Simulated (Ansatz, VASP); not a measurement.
## Two plane-wave programs on Zn3O4

```
Zn O
1.0
     5.40349    0.00000    0.00000
    -2.70175    4.67956    0.00000
     0.00000    0.00000    3.23599
Zn O
3 4
Direct
  0.00000 0.50000 0.00000
  0.50000 0.00000 0.00000
  0.50000 0.50000 0.00000
  0.00000 0.00000 0.20880
  0.00000 0.00000 0.79120
  0.33333 0.66667 0.50000
  0.66667 0.33333 0.50000
```

Change from the starting cell: species swapped into the Zr4Al3 type (P6/mmm, No. 191).

Alike in both runs: task relaxation of cell and atoms; functional PBE; k mesh 12 × 12 × 12; occupations gaussian, width 0.1 eV; no spin polarisation.

|  | VASP | Ansatz |
| --- | --- | --- |
| version | VASP 6.6.1 | Ansatz 0.2.0 |
| potentials or method | VASP PAW PBE potentials, release 64 (Zn, O), cutoff 600 eV | scalar-relativistic, plane waves, PAW |
| valence electrons in the cell | 60 | 60 |

```csv
,VASP,Ansatz,Ansatz less VASP
"gap on the k mesh at the Fermi level, each at its own relaxed structure (eV)",none,none,-
relaxed volume (Å³/atom),11.74,11.77,+0.034
relaxed cell length with the largest relative difference (Å),5.423,5.434,+0.0110
```

A gap of «none» marks a metal or a gap that the smearing closes.
